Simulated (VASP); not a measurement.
A run of VASP 6.6.1 is set up as follows.

The input INCAR:

```
PREC = Accurate
ENCUT = 520
EDIFF = 1E-7
ISMEAR = 0
SIGMA = 0.1
LREAL = F
LASPH = T
NELM = 80
ALGO = Normal
ISIF = 2
LWAVE = F
LCHARG = F
GGA = PE
NBANDS = 46
```

The input KPOINTS:

```
Automatic mesh
0
Gamma
  12 12 4
```

POSCAR

```
ZnCd3O4
1.0
    3.3252979835      0.0000000000      0.0000000000
    0.0000000000      3.3252979835      0.0000000000
    0.0000000000      0.0000000000      9.2687761606
Zn Cd O
1 3 4
Direct
    0.0000000000      0.0000000000      0.0000000000
    0.5000000000      0.5000000000      0.2415342583
    0.0000000000      0.0000000000      0.5000000000
    0.5000000000      0.5000000000      0.7584657417
    0.0000000000      0.0000000000      0.2318757178
    0.5000000000      0.5000000000      0.5000000000
    0.0000000000      0.0000000000      0.7681242822
    0.5000000000      0.5000000000      0.0000000000
```

Potentials or basis: VASP PAW PBE potentials, release 64 (Zn, Cd, O).

Command:

```sh
$ cat potpaw_PBE.64/Zn/POTCAR potpaw_PBE.64/Cd/POTCAR potpaw_PBE.64/O/POTCAR > POTCAR
$ mpirun -np 1 vasp_std > vasp.out
```

Question: Predict the largest force.

Answer: 0.050 eV/Å.

Question: What does it give for the band gap on the k mesh?

Answer: Zero (band 36 reaches 1.99 eV, above the bottom of band 37 at 1.34 eV).

Question: Estimate the pressure.

Answer: 1.2 GPa.

Stress tensor (GPa, compression positive):
```
1.21 0.00 0.00
0.00 1.21 0.00
0.00 0.00 1.34
```
